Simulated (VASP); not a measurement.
# WS2 in VASP: further runs

The runs below take WS2 through single point, with LDA.

Program: VASP 6.6.1. These are calculated values, not measurements. Logs are shortened: lines on timing, memory, paths and dates and some standing lists are left out, and cuts for length are marked.

## 1. The cell of the first run

The cell holds a slab with vacuum, 3 atoms: a = 3.184 Å, b = 3.184 Å, c = 16.951 Å, α = 90.00°, β = 90.00°, γ = 120.00°.

## 2. Single point, LDA

INCAR

```
SYSTEM = WS2
PREC = Accurate ; ENCUT = 500
EDIFF = 1E-6 ; ISMEAR = 1
SIGMA = 0.1 ; LREAL = .False.
LASPH = .True. ; NELM = 120
ALGO = Normal ; ISIF = 2
LWAVE = .False. ; LCHARG = .False.
NBANDS = 20 ; GGA_COMPAT = .False.
```

KPOINTS

```
Automatic mesh
0
Gamma
  6 6 1
  0 0 0
```

POSCAR

```
WS2
1.0
    3.1835200000      0.0000000000      0.0000000000
   -1.5917600000      2.7570100000      0.0000000000
    0.0000000000      0.0000000000     16.9505800000
W S
1 2
Direct
    0.3453851833      0.6550124434     -0.0009188491
    0.6735630101      0.3147674368      0.9085723185
    0.6863775879      0.3259326422      0.0905212571
```

Potentials or basis: VASP PAW LDA potentials, release 64 (W_sv, S).

Launch:

```bash
$ cat potpaw_LDA.64/W_sv/POTCAR potpaw_LDA.64/S/POTCAR > POTCAR
$ mpirun -np 1 vasp_std > vasp.out
```

OUTCAR:

```text
SYSTEM = WS2
   PREC = Accurate
   ENCUT = 500
   EDIFF = 1E-6
   ISMEAR = 1
   LREAL = .False.
   LASPH = .True.
   NELM = 120
   ISIF = 2

 ion  position               nearest neighbor table
   1  0.345  0.655  0.999-   2 2.38   3 2.39   2 2.40   2 2.41   3 2.41   3 2.41
   2  0.674  0.315  0.909-   1 2.38   1 2.40   1 2.41
   3  0.686  0.326  0.091-   1 2.39   1 2.41   1 2.41

  LATTYP: Found a hexagonal cell.
 ALAT       =     3.1835200000
 C/A-ratio  =     5.3244773081

  Lattice vectors:

 A1 = (   3.1835200000,   0.0000000000,   0.0000000000)
 A2 = (  -1.5917600000,   2.7570100000,   0.0000000000)
 A3 = (   0.0000000000,   0.0000000000,  16.9505800000)

Analysis of symmetry for initial positions (statically):
=====================================================================
 Subroutine PRICEL returns:
 Original cell was already a primitive cell.

 Routine SETGRP: Setting up the symmetry group for a
 hexagonal supercell.

 Subroutine GETGRP returns: Found  1 space group operations
 (whereof  1 operations were pure point group operations)
 out of a pool of 24 trial point group operations.

The static configuration has the point symmetry C_1 .

Analysis of symmetry for dynamics (positions and initial velocities):
=====================================================================
 Subroutine PRICEL returns:
 Original cell was already a primitive cell.

 Routine SETGRP: Setting up the symmetry group for a
 hexagonal supercell.

 Subroutine GETGRP returns: Found  1 space group operations
 (whereof  1 operations were pure point group operations)
 out of a pool of 24 trial point group operations.

The dynamic configuration has the point symmetry C_1 .

 Subroutine INISYM returns: Found  1 space group operations
 (whereof  1 operations are pure point group operations),
 and found     1 'primitive' translations

----------------------------------------------------------------------------------------

                                     Primitive cell

  volume of cell :     148.7752

  direct lattice vectors                    reciprocal lattice vectors
     3.183520000  0.000000000  0.000000000     0.314117706  0.181355889  0.000000000
    -1.591760000  2.757010000  0.000000000     0.000000000  0.362711778  0.000000000
     0.000000000  0.000000000 16.950580000     0.000000000  0.000000000  0.058995031

  length of vectors
     3.183520000  3.183520698 16.950580000     0.362711858  0.362711778  0.058995031

  position of ions in fractional coordinates (direct lattice)
     0.345385183  0.655012443  0.999081151
     0.673563010  0.314767437  0.908572318
     0.686377588  0.325932642  0.090521257

  ion indices of the primitive-cell ions
   primitive index   ion index
                 1           1
                 2           2
                 3           3

----------------------------------------------------------------------------------------

 KPOINTS: Automatic mesh

Automatic generation of k-mesh.
 Grid dimensions read from file:
 generate k-points for:    6    6    1

 Generating k-lattice:

  Cartesian coordinates                     Fractional coordinates (reciprocal lattice)
     0.052352951  0.030225982  0.000000000     0.166666667 -0.000000000  0.000000000
     0.000000000  0.060451963  0.000000000     0.000000000  0.166666667  0.000000000
     0.000000000  0.000000000  0.058995031     0.000000000  0.000000000  1.000000000

  Length of vectors
     0.060451976  0.060451963  0.058995031

  Shift w.r.t. Gamma in fractional coordinates (k-lattice)
     0.000000000  0.000000000  0.000000000

 Subroutine IBZKPT returns following result:
 ===========================================

 Found     20 irreducible k-points:

 Following reciprocal coordinates:
            Coordinates               Weight
  0.000000  0.000000  0.000000      1.000000
  0.166667  0.000000  0.000000      2.000000
  0.000000  0.166667  0.000000      2.000000
 -0.166667  0.166667  0.000000      2.000000
  0.333333  0.000000  0.000000      2.000000
  0.000000  0.333333  0.000000      2.000000
[... 12 lines left out ...]
  0.500000 -0.166667  0.000000      2.000000
  0.333333  0.333333  0.000000      2.000000
   k-points           NKPTS =     20   k-points in BZ     NKDIM =     20   number of bands    NBANDS=     20
   number of dos      NEDOS =    301   number of ions     NIONS =      3
   total plane-waves  NPLWV =  72576
   dimension x,y,z NGX =    24 NGY =   24 NGZ =  126
   dimension x,y,z NGXF=    48 NGYF=   48 NGZF=  252
   ions per type =               1   2
   NGX,Y,Z   is equivalent  to a cutoff of  12.53, 12.53, 12.36 a.u.
   NGXF,Y,Z  is equivalent  to a cutoff of  25.07, 25.07, 24.72 a.u.
 SYSTEM =  WS2
   PREC   = accura    normal or accurate (medium, high low for compatibility)
   ISTART =      0    job   : 0-new  1-cont  2-samecut
   ICHARG =      2    charge: 1-file 2-atom 10-const
   ISPIN  =      1    spin polarized calculation?
   LNONCOLLINEAR =      F non collinear calculations
   LSORBIT =      F    spin-orbit coupling
   LASPH  =      T    aspherical Exc in radial PAW
   ENCUT  =  500.0 eV  36.75 Ry    6.06 a.u.   5.80  5.80 30.90*2*pi/ulx,y,z
   NELM   =    120;   NELMIN=  2; NELMDL= -5     # of ELM steps
   EDIFF  = 0.1E-05   stopping-criterion for ELM
   LREAL  =      F    real-space projection
   EDIFFG = 0.1E-04   stopping-criterion for IOM
   NSW    =      0    number of steps for IOM
   IBRION =     -1    ionic relax: 0-MD 1-quasi-New 2-CG
   NFREE  =      0    steps in history (QN), initial steepest desc. (CG)
   ISIF   =      2    stress and relaxation
   ISYM   =      2    0-nonsym 1-usesym 2-fastsym
   POTIM  = 0.5000    time-step for ionic-motion
   TEBEG  =    0.0;   TEEND  =   0.0 temperature during run
   PSTRESS=    0.0 pullay stress
   NELECT =      26.0000    total number of electrons
   NUPDOWN=      -1.0000    fix difference up-down
   EMIN   =  10.00;   EMAX   =-10.00  energy-range for DOS
   EFERMI =   0.00;   METHOD = LEGACY
   ISMEAR =     1;   SIGMA  =   0.10  broadening in eV -4-tet -1-fermi 0-gaus
   EFERMI_NEDOS =   21; number of points for ismear=-14 and -15
   IALGO  =     38    algorithm
   IMIX   =      4    mixing-type and parameters
     AMIX     =   0.40;   BMIX     =  1.00
     AMIX_MAG =   1.60;   BMIX_MAG =  1.00
  volume/ion in A,a.u.               =      49.59       334.66
  Fermi-wavevector in a.u.,A,eV,Ry     =   0.915284  1.729636 11.398205  0.837744
  Thomas-Fermi vector in A             =   2.040008
   LORBIT       =      0    0 simple, 1 ext, 2 COOP (PROOUT), +10 PAW based schemes
   GGA     = CA    functional components
   LHFCALC =     F    Hartree Fock is set to
   AEXX    =    0.0000 exact exchange contribution
   IVDW    =     0    specifies the selected vdW correction
   LEPSILON=     F    determine dielectric tensor
   LRPA    =     F    only Hartree local field effects (RPA)
 non-spin polarized calculation
 Methfessel and Paxton  Order N= 1 SIGMA  =   0.10
  energy-cutoff  :      500.00
  volume of cell :      148.78
 maximum number of plane-waves:      3785
   NGX = 11   NGY = 11   NGZ = 61

 number of electron      26.0000000 magnetization

 Free energy of the ion-electron system (eV)
  ---------------------------------------------------
  ext. energy  EPLUGINS =         0.00000000
  ---------------------------------------------------
  free energy    TOTEN  =       -26.11393181 eV

  energy without entropy =      -26.11444315  energy(sigma->0) =      -26.11410226

 E-fermi :  -1.3292     XC(G=0):  -4.6222

 val. band max:       -1.3950915268   @ k =   0.0000   0.0000   0.0000
 cond. band min:       0.2595157254   @ k =   0.3333   0.3333   0.0000
 fundamental gap:      1.6546072521
 Fermi energy:        -1.3292049369

 k-point     1 :       0.0000    0.0000    0.0000
  band No.  band energies     occupation
      1     -74.9758      2.00000
      2     -39.4971      2.00000
      3     -39.3362      2.00000
      4     -39.3343      2.00000
      5     -16.1877      2.00000
      6     -14.4337      2.00000
[... 12 lines left out ...]
     19       4.2554      0.00000
     20       4.2703      0.00000

 k-point     2 :       0.1667    0.0000    0.0000
  band No.  band energies     occupation
      1     -74.9714      2.00000
      2     -39.4812      2.00000
      3     -39.4233      2.00000
      4     -39.3553      2.00000
      5     -15.7397      2.00000
      6     -14.2843      2.00000
[... 12 lines left out ...]
     19       4.7904      0.00000
     20       5.4766      0.00000

 k-point     3 :       0.0000    0.1667    0.0000
  band No.  band energies     occupation
      1     -74.9714      2.00000
      2     -39.4812      2.00000
      3     -39.4236      2.00000
      4     -39.3550      2.00000
      5     -15.7396      2.00000
      6     -14.2844      2.00000
[... 12 lines left out ...]
     19       4.7907      0.00000
     20       5.4769      0.00000

 k-point     4 :      -0.1667    0.1667    0.0000
  band No.  band energies     occupation
      1     -74.9714      2.00000
      2     -39.4812      2.00000
      3     -39.4218      2.00000
      4     -39.3566      2.00000
      5     -15.7415      2.00000
      6     -14.2819      2.00000
[... 12 lines left out ...]
     19       4.7893      0.00000
     20       5.4809      0.00000

 k-point     5 :       0.3333    0.0000    0.0000
  band No.  band energies     occupation
      1     -74.9627      2.00000
      2     -39.5948      2.00000
      3     -39.4492      2.00000
      4     -39.3958      2.00000
      5     -14.6934      2.00000
      6     -13.9459      2.00000
[... 12 lines left out ...]
     19       5.8971      0.00000
     20       5.9762      0.00000
[... 261 lines left out ...]
      6     -13.7174      2.00000
[... 12 lines left out ...]
     19       6.8833      0.00000
     20       7.0534      0.00000

 k-point    18 :       0.1667    0.3333    0.0000
  band No.  band energies     occupation
      1     -74.9584      2.00000
      2     -39.6366      2.00000
      3     -39.4597      2.00000
      4     -39.4332      2.00000
      5     -14.0598      2.00000
      6     -13.7282      2.00000
[... 12 lines left out ...]
     19       6.8861      0.00000
     20       7.0520      0.00000

 k-point    19 :       0.5000   -0.1667    0.0000
  band No.  band energies     occupation
      1     -74.9584      2.00000
      2     -39.6355      2.00000
      3     -39.4606      2.00000
      4     -39.4332      2.00000
      5     -14.0623      2.00000
      6     -13.7244      2.00000
[... 12 lines left out ...]
     19       6.8640      0.00000
     20       7.0574      0.00000

 k-point    20 :       0.3333    0.3333    0.0000
  band No.  band energies     occupation
      1     -74.9562      2.00000
      2     -39.5930      2.00000
      3     -39.5566      2.00000
      4     -39.4253      2.00000
      5     -13.7219      2.00000
      6     -13.5809      2.00000
[... 12 lines left out ...]
     19       5.6189      0.00000
     20       7.8144      0.00000

------------------------ aborting loop because EDIFF is reached ----------------------------------------

  FORCE on cell =-STRESS in cart. coord.  units (eV):
  Direction    XX          YY          ZZ          XY          YZ          ZX
  --------------------------------------------------------------------------------------
  -------------------------------------------------------------------------------------
  Total       -1.7609718     -1.6954163     -0.0446297      0.0389258     -0.4922136     -0.3619635
  in kB      -18.9641115    -18.2581362     -0.4806223      0.4191969     -5.3007058     -3.8980273
  external PRESSURE =     -12.5676233 kB  Pullay stress =       0.0000000 kB

 VOLUME and BASIS-vectors are now :
 -----------------------------------------------------------------------------
  energy-cutoff  :      500.00
  volume of cell :      148.78
      direct lattice vectors                 reciprocal lattice vectors
     3.183520000  0.000000000  0.000000000     0.314117706  0.181355889  0.000000000
    -1.591760000  2.757010000  0.000000000     0.000000000  0.362711778  0.000000000
     0.000000000  0.000000000 16.950580000     0.000000000  0.000000000  0.058995031

 POSITION                                       TOTAL-FORCE (eV/Angst)
 -----------------------------------------------------------------------------------
      0.05692      1.80588     16.93500         0.133856     -0.087279      0.256437
      1.64327      0.86782     15.40083         0.050087      0.203417     -0.124600
      1.66629      0.89860      1.53439        -0.183942     -0.116138     -0.131837
 -----------------------------------------------------------------------------------
    total drift:                               -0.000047      0.000052     -0.000233

  FREE ENERGIE OF THE ION-ELECTRON SYSTEM (eV)
  ---------------------------------------------------
  free  energy   TOTEN  =       -26.1139318127 eV

  energy  without entropy=      -26.1144431521  energy(sigma->0) =      -26.11410226
```

Run time: 67 s. Hardware: 1 thread of Intel Xeon 6975P-C, shared host; peak memory 0.23 GiB.

Results:

* Free energy: -26.1139 eV
* Largest force: 0.302 eV/Å
* Band gap on the k mesh: 1.65 eV, indirect (least direct gap 1.74 eV)

Forces in eV/Å, atoms in the order of the input:
```
W    0.134 -0.087  0.256
S    0.050  0.203 -0.125
S   -0.184 -0.116 -0.132
```

Caveat: spin-orbit coupling is left out, which moves the levels of the heavy elements.

## 3. Single point, LDA

INCAR

```
SYSTEM = WS2
ALGO = Normal
EDIFF = 1E-6
ENCUT = 500
GGA = CA
GGA_COMPAT = .False.
ISIF = 2
ISMEAR = 1
LASPH = .True.
LCHARG = .False.
LREAL = .False.
LWAVE = .False.
NBANDS = 20
NELM = 120
PREC = Accurate
SIGMA = 0.1
```

KPOINTS

```
k-points
0
Gamma
  6 6 1
  0 0 0
```

POSCAR

```
WS2
1.0
    3.1835200000      0.0000000000      0.0000000000
   -1.5917600000      2.7570100000      0.0000000000
    0.0000000000      0.0000000000     16.9505800000
W S
1 2
Direct
    0.3455030094      0.6548588575     -0.0008384897
    0.6737744677      0.3150843150      0.9085427375
    0.6860482950      0.3257693505      0.0904704038
```

Potentials or basis: VASP PAW LDA potentials, release 64 (W_sv, S).

Launch:

```bash
$ cat potpaw_LDA.64/W_sv/POTCAR potpaw_LDA.64/S/POTCAR > POTCAR
$ mpirun -np 1 vasp_std > vasp.out
```

Run time: 70 s. Hardware: 1 thread of Intel Xeon 6975P-C, shared host; peak memory 0.23 GiB.

Results (log left out):

- Free energy: -26.1149 eV
- Largest force: 0.233 eV/Å
- Band gap on the k mesh: 1.65 eV, indirect (least direct gap 1.74 eV)

Forces on the atoms (eV/Å):
```
W    0.115 -0.072  0.190
S    0.055  0.188 -0.094
S   -0.170 -0.117 -0.096
```

Levels at points of the mesh, in eV from the valence-band top:
```
           k point  band 11  band 12  band 13  band 14  band 15  band 16
(0.00, 0.00, 0.00)    -1.80    -1.74     0.00     2.80     2.87     3.09
(0.50, 0.00, 0.00)    -2.07    -1.34    -0.94     2.73     3.23     4.02
(0.00, 0.50, 0.00)    -2.07    -1.34    -0.94     2.73     3.23     4.02
(0.50, 0.50, 0.00)    -2.05    -1.35    -0.92     2.74     3.23     4.00
```

Caveat: spin-orbit coupling is left out, which moves the levels of the heavy elements.

## 4. Single point, LDA

INCAR

```
ALGO = Normal
EDIFF = 1E-6
ENCUT = 500
GGA_COMPAT = False
ISIF = 2
ISMEAR = 1
LASPH = True
LCHARG = False
LREAL = False
LWAVE = False
NBANDS = 20
NELM = 120
PREC = Accurate
SIGMA = 0.1
```

KPOINTS

```
k-points
0
Gamma
  6 6 1
```

POSCAR

```
WS2
1.0
    3.1835200000      0.0000000000      0.0000000000
   -1.5917600000      2.7570100000      0.0000000000
    0.0000000000      0.0000000000     16.9505800000
W S
1 2
Direct
    0.3379930330      0.6544920432     -0.0006272296
    0.6621723256      0.3001467480      0.9062794174
    0.7051604611      0.3410737490      0.0925250018
```

Potentials or basis: VASP PAW LDA potentials, release 64 (W_sv, S).

Launch:

```bash
$ cat potpaw_LDA.64/W_sv/POTCAR potpaw_LDA.64/S/POTCAR > POTCAR
$ mpirun -np 1 vasp_std > vasp.out
```

OUTCAR:

```text
EDIFF = 1E-6
   ENCUT = 500
   ISIF = 2
   ISMEAR = 1
   LASPH = True
   LREAL = False
   NELM = 120
   PREC = Accurate

 ion  position               nearest neighbor table
   1  0.338  0.654  0.999-   3 2.35   2 2.38   2 2.44   2 2.45   3 2.45   3 2.47
   2  0.662  0.300  0.906-   1 2.38   1 2.44   1 2.45
   3  0.705  0.341  0.093-   1 2.35   1 2.45   1 2.47

  LATTYP: Found a hexagonal cell.
 ALAT       =     3.1835200000
 C/A-ratio  =     5.3244773081

  Lattice vectors:
[... 644 lines left out ...]

  FORCE on cell =-STRESS in cart. coord.  units (eV):
  Direction    XX          YY          ZZ          XY          YZ          ZX
  --------------------------------------------------------------------------------------
  -------------------------------------------------------------------------------------
  Total       -2.4773954     -2.4495193     -2.0454058      0.2272574     -1.7241671     -1.1529264
  in kB      -26.6793614    -26.3791597    -22.0272144      2.4473615    -18.5677572    -12.4159988
  external PRESSURE =     -25.0285785 kB  Pullay stress =       0.0000000 kB

 VOLUME and BASIS-vectors are now :
 -----------------------------------------------------------------------------
  energy-cutoff  :      500.00
  volume of cell :      148.78
      direct lattice vectors                 reciprocal lattice vectors
     3.183520000  0.000000000  0.000000000     0.314117706  0.181355889  0.000000000
    -1.591760000  2.757010000  0.000000000     0.000000000  0.362711778  0.000000000
     0.000000000  0.000000000 16.950580000     0.000000000  0.000000000  0.058995031

 POSITION                                       TOTAL-FORCE (eV/Angst)
 -----------------------------------------------------------------------------------
      0.03421      1.80444     16.93995         0.856172     -0.053553     -0.049667
      1.63028      0.82751     15.36196        -0.063033      0.572951      0.662852
      1.70198      0.94034      1.56835        -0.793139     -0.519398     -0.613186
 -----------------------------------------------------------------------------------
    total drift:                                0.000118      0.000059      0.000041

  FREE ENERGIE OF THE ION-ELECTRON SYSTEM (eV)
  ---------------------------------------------------
  free  energy   TOTEN  =       -26.0325870806 eV

  energy  without entropy=      -26.0330365816  energy(sigma->0) =      -26.03273691
```

stdout:

```text
POSCAR found type information on POSCAR W S
 POSCAR found :  2 types and       3 ions
 scaLAPACK will be used
 LDA part: xc-table for (Slater(with rela. corr.)+CA(PZ))
 , standard interpolation
 POSCAR, INCAR and KPOINTS ok, starting setup
 FFT: planning ... GRIDC
 FFT: planning ... GRID_SOFT
 FFT: planning ... GRID
 WAVECAR not read
 entering main loop
```

Run time: 62 s. Hardware: 1 thread of Intel Xeon Platinum 8259CL at 2.50GHz (Skylake/Cascade Lake), shared host; peak memory 0.22 GiB.

What came out:

| Quantity | Value |
| --- | --- |
| Free energy | -26.0326 eV |
| Largest force | 1.129 eV/Å |
| Band gap on the k mesh | 1.82 eV, direct |

Forces on the atoms (eV/Å):
```
W    0.856 -0.054 -0.050
S   -0.063  0.573  0.663
S   -0.793 -0.519 -0.613
```

Levels at points of the mesh, in eV from the valence-band top:
```csv
k point,band 11,band 12,band 13,band 14,band 15,band 16
"(0.00, 0.00, 0.00)",-1.76,-1.39,-0.09,2.59,2.91,3.01
"(0.50, 0.00, 0.00)",-2.20,-1.19,-0.92,2.78,3.24,4.03
"(0.00, 0.50, 0.00)",-2.14,-1.25,-0.81,2.80,3.24,3.88
"(0.50, 0.50, 0.00)",-2.06,-1.22,-0.80,2.83,3.22,3.84
```

Caveat: spin-orbit coupling is left out, which moves the levels of the heavy elements.
